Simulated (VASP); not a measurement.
Wanted: the native input for a VASP 6.6.1 run.

```yaml
Task: relaxation of the atoms
Functional: PBE
Potentials_or_basis: VASP PAW PBE potentials, release 64 (Al, N)
Cutoff: 520 eV
k_mesh: 9 × 9 × 6
Occupations: gaussian, width 0.05 eV
Spin: no spin polarisation
Dipole_correction: no
Further_INCAR_settings: ALGO = Normal; EDIFF = 1e-07; IBRION = 2; EDIFFG = -0.01; NSW = 50
```

The structure of AlN lies in POSCAR:

```
AlN
1.0
    3.0360000000      0.0000000000      0.0000000000
   -1.5180000000      2.6292531259      0.0000000000
    0.0000000000      0.0000000000      4.6156000000
Al N
2 2
Direct
    0.3333333333      0.6666666667      0.0017290859
    0.6666666667      0.3333333333      0.5017290859
    0.3333333333      0.6666666667      0.3832709141
    0.6666666667      0.3333333333      0.8832709141
```

One way to write it, as run:

INCAR

```
ALGO = Normal ; EDIFF = 1E-7
EDIFFG = -0.01 ; ENCUT = 520
GGA = PE ; IBRION = 2
ISIF = 2 ; ISMEAR = 0
LASPH = True ; LCHARG = False
LREAL = False ; LWAVE = False
NELM = 80 ; NSW = 50
PREC = Accurate ; SIGMA = 0.05
```

KPOINTS

```
k-points
0
Gamma
  9 9 6
```

Potentials or basis: VASP PAW PBE potentials, release 64 (Al, N).

Run with:

```console
$ cat potpaw_PBE.64/Al/POTCAR potpaw_PBE.64/N/POTCAR > POTCAR
$ mpirun -np 1 vasp_std > vasp.out
```

Results of the run:

- Energy gained by relaxing: 22.3 meV/atom
- Ionic steps: 3
- Pressure after relaxing: 35.2 GPa
- Band gap on the k mesh: 4.94 eV

Caveat: an odd mesh through Γ misses points on the zone boundary, where band edges can lie.

It took 64 s on 1 thread of Intel Xeon 8259CL, on a shared host, peak memory 0.16 GiB.
